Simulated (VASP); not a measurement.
A run of VASP 6.6.1 is set up as follows.

INCAR

```
SYSTEM = CdF2
PREC = Accurate
ENCUT = 520
EDIFF = 1E-7
ISMEAR = 0
SIGMA = 0.05
LREAL = .False.
LASPH = .True.
NELM = 60
ALGO = Normal
ISIF = 2
LWAVE = .False.
LCHARG = .False.
GGA = PS
NBANDS = 20
```

File KPOINTS:

```
Automatic mesh
0
Gamma
  8 8 8
  0 0 0
```

File POSCAR:

```
CdF2
1.0
    0.0000000000      2.6556542378      2.6556542378
    2.6556542378      0.0000000000      2.6556542378
    2.6556542378      2.6556542378      0.0000000000
Cd F
1 2
Direct
    0.0000000000      0.0000000000      0.0000000000
    0.2500000000      0.2500000000      0.2500000000
    0.7500000000      0.7500000000      0.7500000000
```

Potentials or basis: VASP PAW PBE potentials, release 64 (Cd, F).

Command:

```sh
$ cat potpaw_PBE.64/Cd/POTCAR potpaw_PBE.64/F/POTCAR > POTCAR
$ mpirun -np 1 vasp_std > vasp.out
```

(1) Predict the band gap on the k mesh.

(2) Estimate the pressure.

Results:

(1) 3.05 eV (least direct gap 3.48 eV).

(2) 5.9 GPa.

Caveat: the cell stands under pressure; the PAW data sets were made with another functional, which shifts forces and pressure a little.
